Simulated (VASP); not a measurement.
Wanted: the native input for a VASP 6.6.1 run.

```
Task                   : single point
Functional             : LDA
Potentials or basis    : VASP PAW LDA potentials, release 64 (Ru_pv, C)
Cutoff                 : 520 eV
k mesh                 : 12 × 12 × 1
Occupations            : gaussian, width 0.1 eV
Spin                   : collinear spin
Starting moments       : [0.0, 0.0, 0.0, 0.0, 0.0, 2.0] μB
Dipole correction      : yes
Further INCAR settings : ALGO = Normal; EDIFF = 1e-06; NBANDS = 50
```

The structure of Ru5C lies in POSCAR:

```
Ru5C
1.0
    2.6740588505      0.0000000000      0.0000000000
   -1.3370294253      2.3158028958      0.0000000000
    0.0000000000      0.0000000000     25.3999246690
Ru C
5 1
Direct
    0.6666666667      0.3333333333      0.1574807820
    0.3333333333      0.6666666667      0.2406849853
    0.6666666667      0.3333333333      0.3240221034
    0.3333333333      0.6666666667      0.4078536871
    0.6666666667      0.3333333333      0.4881874585
    0.6666666667      0.3333333333      0.6444871346
```

The input as run:

INCAR

```
PREC = Accurate ; ENCUT = 520
EDIFF = 1E-6 ; ISMEAR = 0
SIGMA = 0.1 ; LREAL = False
LASPH = True ; NELM = 150
ALGO = Normal ; ISIF = 2
LWAVE = False ; LCHARG = False
ISPIN = 2 ; MAGMOM = 0 0 0 0 0 2
LORBIT = 11 ; LMAXMIX = 4
LDIPOL = True ; IDIPOL = 3
DIPOL = 0.5 0.5 0.377 ; GGA = CA
NBANDS = 50
```

KPOINTS

```
regular mesh
0
Gamma
  12 12 1
```

Potentials or basis: VASP PAW LDA potentials, release 64 (Ru_pv, C).

Run with:

```sh
$ cat potpaw_LDA.64/Ru_pv/POTCAR potpaw_LDA.64/C/POTCAR > POTCAR
$ mpirun -np 1 vasp_std > vasp.out
```

It gave:

```yaml
Largest_force: 0.736 eV/Å
Net_moment: -0.19 μB per cell
Site_moments: Ru -0.00, +0.00 (each value once); C -0.10 μB
Valence_electrons_inside_the_program's_atomic_spheres: Ru 12.59, 12.73, 12.75, 12.77, 12.64; C 1.91
```

Run time: 16 min on 1 thread of Intel(R) Xeon(R) Platinum 8259CL CPU @ 2.50GHz (Skylake/Cascade Lake) (shared host), peak memory 0.35 GiB.
